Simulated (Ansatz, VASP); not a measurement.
This is a calculation of MgB2 for VASP 6.6.1.

The input POSCAR:

```
MgB2
1.0
    3.0850000000      0.0000000000      0.0000000000
   -1.5425000000      2.6716883707      0.0000000000
    0.0000000000      0.0000000000      3.5230000000
Mg B
1 2
Direct
    0.0000000000      0.0000000000      0.0000000000
    0.6666666667      0.3333333333      0.5000000000
    0.3333333333      0.6666666667      0.5000000000
```

INCAR.step1

```
SYSTEM = MgB2
PREC = Accurate
ENCUT = 660
ISMEAR = -1
SIGMA = 0.05
LREAL = .FALSE.
LASPH = .TRUE.
NELM = 120
NBANDS = 15
GGA = PE
ALGO = Normal
EDIFF = 1E-5
LWAVE = .TRUE.
LCHARG = .FALSE.
GGA_COMPAT = .FALSE.
```

File INCAR.step2:

```
SYSTEM = MgB2
PREC = Accurate
ENCUT = 660
EDIFF = 1E-6
ISMEAR = -1
SIGMA = 0.05
LREAL = .FALSE.
LASPH = .TRUE.
NELM = 120
ALGO = Normal
ISIF = 2
LWAVE = .FALSE.
LCHARG = .FALSE.
METAGGA = R2SCAN
LMIXTAU = .TRUE.
NBANDS = 15
ISTART = 1
GGA_COMPAT = .FALSE.
```

File KPOINTS:

```
Automatic mesh
0
G
  10 10 8
  0 0 0
```

Potentials or basis: VASP PAW PBE potentials, release 64 (Mg_sv, B).

Command:

```bash
$ cat potpaw_PBE.64/Mg_sv/POTCAR potpaw_PBE.64/B/POTCAR > POTCAR
$ cp INCAR.step1 INCAR
$ mpirun -np 1 vasp_std > vasp.out
$ cp INCAR.step2 INCAR
$ mpirun -np 1 vasp_std > vasp.out
```

Translate it to Ansatz 0.2.0. Potentials there: Ansatz PAW.

As run (the cutoff follows the program's own potentials):

The input input.yaml:

```yaml
crystal:
  lattice:
    - [3.085, 0.0, 0.0]
    - [-1.5425, 2.6716883707, 0.0]
    - [0.0, 0.0, 3.523]
  atoms:
    - { symbol: Mg, position: [0.0, 0.0, 0.0] }
    - { symbol: B, position: [0.6666666667, 0.3333333333, 0.5] }
    - { symbol: B, position: [0.3333333333, 0.6666666667, 0.5] }
hamiltonian:
  xc: r2scan
  pseudopotentials: { kind: paw }
kpoints:
  mp_grid: { grid: [10, 10, 8] }
scf:
  occupations: { method: fermi_dirac, width: 0.05 }
output:
  forces: true
  stress: true
  eigenvalues: true
```

Potentials or basis: Ansatz PAW.

Command:

```console
$ ansatz run input.yaml --threads 1 --pin off --max-ram 3584MiB --backend cpu --events-out ev --progress --plain --runs-dir out
```

Both were run:

|  | VASP | Ansatz | Ansatz less VASP |
| --- | --- | --- | --- |
| gap on the k mesh at the Fermi level (eV) | none | none | - |
| pressure (GPa) | -2.3 | -2.1 | +0.18 |
| traceless stress, the component that is largest in VASP (GPa) | 0.26 | 0.10 | -0.155 |

VASP's potentials were made for PBE, not for r2SCAN. A gap of «none» marks a metal or a gap that the smearing closes.
